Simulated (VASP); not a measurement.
Set up this calculation in VASP 6.6.1, as the native input.

```yaml
Task: electric field gradients
Functional: PBE
Potentials_or_basis: VASP PAW PBE potentials, release 64 (Sb, Se)
Cutoff: 520 eV
k_mesh: 3 × 7 × 2
Occupations: fermi-dirac, width 0.02 eV
Spin: no spin polarisation
Dipole_correction: no
Further_INCAR_settings: LREAL = Auto; ALGO = Normal; EDIFF = 1e-08; NBANDS = 72
```

The structure of Sb2Se3 lies in POSCAR:

```
Sb2Se3
1.0
   12.8230290000      0.0000000000      0.0000000000
    0.0000000000      3.8083550000      0.0000000000
    0.0000000000      0.0000000000     15.0556990000
Sb Se
8 12
Direct
    0.5148850000      0.2500000000      0.2385890000
    0.0148850000      0.2500000000      0.2614110000
    0.4851150000      0.7500000000      0.7614110000
    0.9851150000      0.7500000000      0.7385890000
    0.1871340000      0.2500000000      0.0572740000
    0.8128660000      0.7500000000      0.9427260000
    0.3128660000      0.7500000000      0.5572740000
    0.6871340000      0.2500000000      0.4427260000
    0.6789380000      0.2500000000      0.9826340000
    0.7121530000      0.2500000000      0.2699670000
    0.2878470000      0.7500000000      0.7300330000
    0.3210620000      0.7500000000      0.0173660000
    0.2121530000      0.2500000000      0.2300330000
    0.7878470000      0.7500000000      0.7699670000
    0.5397030000      0.2500000000      0.6482760000
    0.8210620000      0.7500000000      0.4826340000
    0.0397030000      0.2500000000      0.8517240000
    0.1789380000      0.2500000000      0.5173660000
    0.9602970000      0.7500000000      0.1482760000
    0.4602970000      0.7500000000      0.3517240000
```

These files were run (other wordings do the same):

INCAR

```
SYSTEM = Sb2Se3
PREC = Accurate
ENCUT = 520
EDIFF = 1E-8
ISMEAR = -1
SIGMA = 0.02
LREAL = Auto
LASPH = .TRUE.
NELM = 80
ALGO = Normal
ISIF = 2
LWAVE = .FALSE.
LCHARG = .FALSE.
GGA = PE
LEFG = .TRUE.
NBANDS = 72
```

KPOINTS

```
regular mesh
0
G
  3 7 2
  0 0 0
```

Potentials or basis: VASP PAW PBE potentials, release 64 (Sb, Se).

Run with:

```sh
$ cat potpaw_PBE.64/Sb/POTCAR potpaw_PBE.64/Se/POTCAR > POTCAR
$ mpirun -np 1 vasp_std > vasp.out
```

Results of the run:

```
Pressure                                : 0.1 GPa
Largest force                           : 0.104 eV/Å
Band gap on the k mesh                  : 0.49 eV
Largest electric field gradient by atom : Sb -207.1, -176.9 (each value once); Se -382.6, -376.9, -373.4 (each value once) V/Å²
```

Caveat: without QUAD_EFG the Cq values of the log hold for a quadrupole moment of 1 mb, not for the nuclei; spin-orbit coupling is left out, which moves the levels of the heavy elements; an odd mesh through Γ misses points on the zone boundary, where band edges can lie.

Wall time 32 min on 1 thread of Oxide Virtual Turin-like Processor, on a shared host, peak memory 0.88 GiB.
